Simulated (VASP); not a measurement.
# RbAl2 (P6/mmm) in VASP: single point with PBE

Aim: the single point of RbAl2 with PBE.

All numbers are computed with VASP 6.6.1; they aren't measurements. Logs are shortened: lines on timing, memory, paths and dates and some standing lists are left out, and cuts for length are marked.

## Step 1: The cell of the first run

It takes space group P6/mmm (No. 191, hexagonal). Conventional cell: a = 5.849 Å, b = 5.849 Å, c = 3.014 Å, α = 90.00°, β = 90.00°, γ = 120.00°. Within 4.0 Å of Rb (site symmetry 6/mmm) lie 2 Rb at 3.01 Å and 6 Al at 3.38 Å. Within 4.0 Å of Al (site symmetry -6m2) lie 5 Al at 3.01 to 3.38 Å and 3 Rb at 3.38 Å.

## Step 2: Single point, PBE

Contents of INCAR:

```
SYSTEM = RbAl2
  ALGO = Fast
  EDIFF = 1E-6
  ENCUT = 520
  GGA = PE
  ISIF = 2
  ISMEAR = 0
  LASPH = .True.
  LCHARG = .False.
  LREAL = .False.
  LWAVE = .False.
  NBANDS = 14
  NELM = 60
  PREC = Accurate
  SIGMA = 0.1
```

Contents of KPOINTS:

```
k-points
0
Gamma
  12 12 16
  0 0 0
```

Contents of POSCAR:

```
RbAl2
1.0
    5.8486364473      0.0000000000      0.0000000000
   -2.9243182236      5.0650677408      0.0000000000
    0.0000000000      0.0000000000      3.0138204830
Rb Al
1 2
Direct
    0.0000000000      0.0000000000      0.0000000000
    0.3333333333      0.6666666667      0.0000000000
    0.6666666667      0.3333333333      0.0000000000
```

Potentials or basis: VASP PAW PBE potentials, release 64 (Rb_sv, Al).

Command:

```console
$ cat potpaw_PBE.64/Rb_sv/POTCAR potpaw_PBE.64/Al/POTCAR > POTCAR
$ mpirun -np 1 vasp_std > vasp.out
```

OUTCAR:

```text
SYSTEM = RbAl2
   EDIFF = 1E-6
   ENCUT = 520
   GGA = PE
   ISIF = 2
   ISMEAR = 0
   LASPH = .True.
   LREAL = .False.
   NELM = 60
   PREC = Accurate

 ion  position               nearest neighbor table
   1  0.000  0.000  0.000-   2 3.38   3 3.38   2 3.38   3 3.38   3 3.38   2 3.38   2 4.53   3 4.53
                             2 4.53   3 4.53   3 4.53   2 4.53   3 4.53   2 4.53   3 4.53   2 4.53
   2  0.333  0.667  0.000-   1 3.38   1 3.38   1 3.38   1 4.53   1 4.53   1 4.53   1 4.53   1 4.53
                             1 4.53
   3  0.667  0.333  0.000-   1 3.38   1 3.38   1 3.38   1 4.53   1 4.53   1 4.53   1 4.53   1 4.53
                             1 4.53

  LATTYP: Found a hexagonal cell.
 ALAT       =     5.8486364473
 C/A-ratio  =     0.5153030984

  Lattice vectors:

 A1 = (   5.8486364473,   0.0000000000,   0.0000000000)
 A2 = (  -2.9243182236,   5.0650677408,   0.0000000000)
 A3 = (   0.0000000000,   0.0000000000,   3.0138204830)

Analysis of symmetry for initial positions (statically):
=====================================================================
 Subroutine PRICEL returns:
 Original cell was already a primitive cell.

 Routine SETGRP: Setting up the symmetry group for a
 hexagonal supercell.

 Subroutine GETGRP returns: Found 24 space group operations
 (whereof 24 operations were pure point group operations)
 out of a pool of 24 trial point group operations.

The static configuration has the point symmetry D_6h.

Analysis of symmetry for dynamics (positions and initial velocities):
=====================================================================
 Subroutine PRICEL returns:
 Original cell was already a primitive cell.

 Routine SETGRP: Setting up the symmetry group for a
 hexagonal supercell.

 Subroutine GETGRP returns: Found 24 space group operations
 (whereof 24 operations were pure point group operations)
 out of a pool of 24 trial point group operations.

The dynamic configuration has the point symmetry D_6h.

 Subroutine INISYM returns: Found 24 space group operations
 (whereof 24 operations are pure point group operations),
 and found     1 'primitive' translations

----------------------------------------------------------------------------------------

                                     Primitive cell

  volume of cell :      89.2806

  direct lattice vectors                    reciprocal lattice vectors
     5.848636447  0.000000000  0.000000000     0.170980024  0.098715363  0.000000000
    -2.924318224  5.065067741  0.000000000     0.000000000  0.197430726  0.000000000
     0.000000000  0.000000000  3.013820483     0.000000000  0.000000000  0.331804766

  length of vectors
     5.848636447  5.848636447  3.013820483     0.197430726  0.197430726  0.331804766

  position of ions in fractional coordinates (direct lattice)
     0.000000000  0.000000000  0.000000000
     0.333333333  0.666666667  0.000000000
     0.666666667  0.333333333  0.000000000

  ion indices of the primitive-cell ions
   primitive index   ion index
                 1           1
                 2           2
                 3           3

----------------------------------------------------------------------------------------

 KPOINTS: k-points

Automatic generation of k-mesh.
 Grid dimensions read from file:
 generate k-points for:   12   12   16

 Generating k-lattice:

  Cartesian coordinates                     Fractional coordinates (reciprocal lattice)
     0.014248335  0.008226280  0.000000000     0.083333333  0.000000000  0.000000000
     0.000000000  0.016452560  0.000000000     0.000000000  0.083333333  0.000000000
     0.000000000  0.000000000  0.020737798     0.000000000  0.000000000  0.062500000

  Length of vectors
     0.016452560  0.016452560  0.020737798

  Shift w.r.t. Gamma in fractional coordinates (k-lattice)
     0.000000000  0.000000000  0.000000000

 Subroutine IBZKPT returns following result:
 ===========================================

 Found    171 irreducible k-points:

 Following reciprocal coordinates:
            Coordinates               Weight
  0.000000  0.000000  0.000000      1.000000
  0.083333 -0.000000  0.000000      6.000000
  0.166667  0.000000  0.000000      6.000000
  0.250000 -0.000000  0.000000      6.000000
  0.333333 -0.000000  0.000000      6.000000
  0.416667  0.000000  0.000000      6.000000
[... 16 lines left out ...]
  0.250000 -0.000000  0.062500     12.000000
  0.333333 -0.000000  0.062500     12.000000
 [... further k-points ...]
   k-points           NKPTS =    171   k-points in BZ     NKDIM =    171   number of bands    NBANDS=     14
   number of dos      NEDOS =    301   number of ions     NIONS =      3
   total plane-waves  NPLWV =  55296
   dimension x,y,z NGX =    48 NGY =   48 NGZ =   24
   dimension x,y,z NGXF=    96 NGYF=   96 NGZF=   48
   ions per type =               1   2
   NGX,Y,Z   is equivalent  to a cutoff of  13.64, 13.64, 13.24 a.u.
   NGXF,Y,Z  is equivalent  to a cutoff of  27.29, 27.29, 26.48 a.u.
 SYSTEM =  RbAl2
   PREC   = accura    normal or accurate (medium, high low for compatibility)
   ISTART =      0    job   : 0-new  1-cont  2-samecut
   ICHARG =      2    charge: 1-file 2-atom 10-const
   ISPIN  =      1    spin polarized calculation?
   LNONCOLLINEAR =      F non collinear calculations
   LSORBIT =      F    spin-orbit coupling
   LASPH  =      T    aspherical Exc in radial PAW
   ENCUT  =  520.0 eV  38.22 Ry    6.18 a.u.  10.87 10.87  5.60*2*pi/ulx,y,z
   NELM   =     60;   NELMIN=  2; NELMDL= -5     # of ELM steps
   EDIFF  = 0.1E-05   stopping-criterion for ELM
   LREAL  =      F    real-space projection
   EDIFFG = 0.1E-04   stopping-criterion for IOM
   NSW    =      0    number of steps for IOM
   IBRION =     -1    ionic relax: 0-MD 1-quasi-New 2-CG
   NFREE  =      0    steps in history (QN), initial steepest desc. (CG)
   ISIF   =      2    stress and relaxation
   ISYM   =      2    0-nonsym 1-usesym 2-fastsym
   POTIM  = 0.5000    time-step for ionic-motion
   TEBEG  =    0.0;   TEEND  =   0.0 temperature during run
   PSTRESS=    0.0 pullay stress
   NELECT =      15.0000    total number of electrons
   NUPDOWN=      -1.0000    fix difference up-down
   EMIN   =  10.00;   EMAX   =-10.00  energy-range for DOS
   EFERMI =   0.00;   METHOD = LEGACY
   ISMEAR =     0;   SIGMA  =   0.10  broadening in eV -4-tet -1-fermi 0-gaus
   EFERMI_NEDOS =   21; number of points for ismear=-14 and -15
   IALGO  =     68    algorithm
   IMIX   =      4    mixing-type and parameters
     AMIX     =   0.40;   BMIX     =  1.00
     AMIX_MAG =   1.60;   BMIX_MAG =  1.00
  volume/ion in A,a.u.               =      29.76       200.83
  Fermi-wavevector in a.u.,A,eV,Ry     =   0.903343  1.707071 11.102750  0.816029
  Thomas-Fermi vector in A             =   2.026657
   LORBIT       =      0    0 simple, 1 ext, 2 COOP (PROOUT), +10 PAW based schemes
   GGA     = PE    functional components
   LHFCALC =     F    Hartree Fock is set to
   AEXX    =    0.0000 exact exchange contribution
   IVDW    =     0    specifies the selected vdW correction
   LEPSILON=     F    determine dielectric tensor
   LRPA    =     F    only Hartree local field effects (RPA)
 non-spin polarized calculation
 RMM-DIIS sequential band-by-band and
 Gauss-broadening in eV      SIGMA  =   0.10
  energy-cutoff  :      520.00
  volume of cell :       89.28
 maximum number of plane-waves:      2428
 NGX is ok and might be reduce to    48
   NGX = 21   NGY = 21   NGZ = 11

 number of electron      15.0000000 magnetization

 Free energy of the ion-electron system (eV)
  ---------------------------------------------------
  ext. energy  EPLUGINS =         0.00000000
  ---------------------------------------------------
  free energy    TOTEN  =        -6.41400496 eV

  energy without entropy =       -6.40423028  energy(sigma->0) =       -6.40911762

 E-fermi :   3.2663     XC(G=0):  -8.4111

 val. band max:        3.2645125559   @ k =   0.4167   0.0000   0.2500
 cond. band min:       3.2683692699   @ k =   0.3333   0.1667   0.0625
 fundamental gap:      0.0038567140
 Fermi energy:         3.2662941117

 k-point     1 :       0.0000    0.0000    0.0000
  band No.  band energies     occupation
      1     -25.3640      2.00000
      2      -9.4833      2.00000
      3      -9.4833      2.00000
      4      -7.9904      2.00000
      5      -3.8428      2.00000
      6      -0.3320      2.00000
      7       1.3841      2.00000
      8       1.3841      2.00000
      9       4.8182      0.00000
     10       4.8182      0.00000
     11       6.0951      0.00000
     12       8.5436      0.00000
     13      10.5332      0.00000
     14      11.0736      0.00000

 k-point     2 :       0.0833   -0.0000    0.0000
  band No.  band energies     occupation
      1     -25.3640      2.00000
      2      -9.4888      2.00000
      3      -9.4843      2.00000
      4      -7.9904      2.00000
      5      -3.7947      2.00000
      6      -0.5187      2.00000
      7       1.4065      2.00000
      8       1.6266      2.00000
      9       4.6039      0.00000
     10       4.8209      0.00000
     11       6.1653      0.00000
     12       8.7200      0.00000
     13      10.3804      0.00000
     14      10.6233      0.00000
[... 343 lines left out ...]
      1     -25.3472      2.00000
      2      -9.5047      2.00000
      3      -9.4726      2.00000
      4      -8.1291      2.00000
      5      -3.3733      2.00000
      6      -1.2500      2.00000
      7       1.6127      2.00000
      8       2.6019      2.00000
      9       4.0857      0.00000
     10       4.8774      0.00000
     11       6.5587      0.00000
     12       9.2006      0.00000
     13       9.5679      0.00000
     14      10.2264      0.00000

 k-point    24 :       0.3333   -0.0000    0.0625
  band No.  band energies     occupation
      1     -25.3471      2.00000
      2      -9.5236      2.00000
      3      -9.4761      2.00000
      4      -8.1288      2.00000
      5      -3.0976      2.00000
      6      -1.6386      2.00000
      7       1.7050      2.00000
      8       2.5626      2.00000
      9       4.5386      0.00000
     10       4.8896      0.00000
     11       6.5990      0.00000
     12       8.8812      0.00000
     13       9.1625      0.00000
     14       9.8891      0.00000

 [... further k-points ...]

------------------------ aborting loop because EDIFF is reached ----------------------------------------

  FORCE on cell =-STRESS in cart. coord.  units (eV):
  Direction    XX          YY          ZZ          XY          YZ          ZX
  --------------------------------------------------------------------------------------
  -------------------------------------------------------------------------------------
  Total        0.0049567      0.0049567      0.0268645      0.0000000      0.0000000      0.0000000
  in kB        0.0889496      0.0889496      0.4820947      0.0000000      0.0000000      0.0000000
  external PRESSURE =       0.2199980 kB  Pullay stress =       0.0000000 kB

 VOLUME and BASIS-vectors are now :
 -----------------------------------------------------------------------------
  energy-cutoff  :      520.00
  volume of cell :       89.28
      direct lattice vectors                 reciprocal lattice vectors
     5.848636447  0.000000000  0.000000000     0.170980024  0.098715363  0.000000000
    -2.924318224  5.065067741  0.000000000     0.000000000  0.197430726  0.000000000
     0.000000000  0.000000000  3.013820483     0.000000000  0.000000000  0.331804766

 POSITION                                       TOTAL-FORCE (eV/Angst)
 -----------------------------------------------------------------------------------
      0.00000      0.00000      0.00000         0.000000      0.000000      0.000000
     -0.00000      3.37671      0.00000         0.000000      0.000000     -0.000000
      2.92432      1.68836      0.00000        -0.000000      0.000000      0.000000
 -----------------------------------------------------------------------------------
    total drift:                                0.000000     -0.000000      0.000000

  FREE ENERGIE OF THE ION-ELECTRON SYSTEM (eV)
  ---------------------------------------------------
  free  energy   TOTEN  =        -6.4140049565 eV

  energy  without entropy=       -6.4042302811  energy(sigma->0) =       -6.40911762
```

It took 7.1 min on 1 thread of AMD EPYC 7R13, shared host; peak memory 0.34 GiB.

Results:

* Free energy: -6.4140 eV
* Pressure: 0.0 GPa
* Band gap on the k mesh: zero (an odd number of electrons rules out a gap without spin polarisation)
